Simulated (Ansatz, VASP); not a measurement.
# Two plane-wave programs on SiO2

```
Si O
1.0
     4.23578    0.00000    0.00000
     0.00000    4.23578    0.00000
     0.00000    0.00000    2.68995
Si O
2 4
Direct
  0.00000 0.00000 0.00000
  0.50000 0.50000 0.50000
  0.30698 0.30698 0.00000
  0.19302 0.80698 0.50000
  0.69302 0.69302 0.00000
  0.80698 0.19302 0.50000
```

Alike in both runs: functional PBE; k mesh 6 × 6 × 8; occupations gaussian, width 0.02 eV; no spin polarisation.

Ansatz relaxed the structure, and its values are those at the end. VASP's run is a single point on that final structure, the one shown.

```csv
,VASP,Ansatz
version,VASP 6.6.1,Ansatz 0.2.0
potentials or method,"VASP PAW PBE potentials, release 64 (Si, O), cutoff 520 eV","scalar-relativistic, plane waves, PAW"
valence electrons in the cell,32,32
```

Ansatz gave:

| Item | Value |
| --- | --- |
| gap on the k mesh at the Fermi level (eV) | 5.05 |
| least direct gap on the mesh (eV) | 5.05 |
| pressure (GPa) | 0.0 |
| rms of the force components (eV/Å) | 0.000 |

Estimate VASP's values.

gap on the k mesh at the Fermi level (eV): 5.03; least direct gap on the mesh (eV): 5.03; pressure (GPa): 0.2; rms of the force components (eV/Å): 0.009.
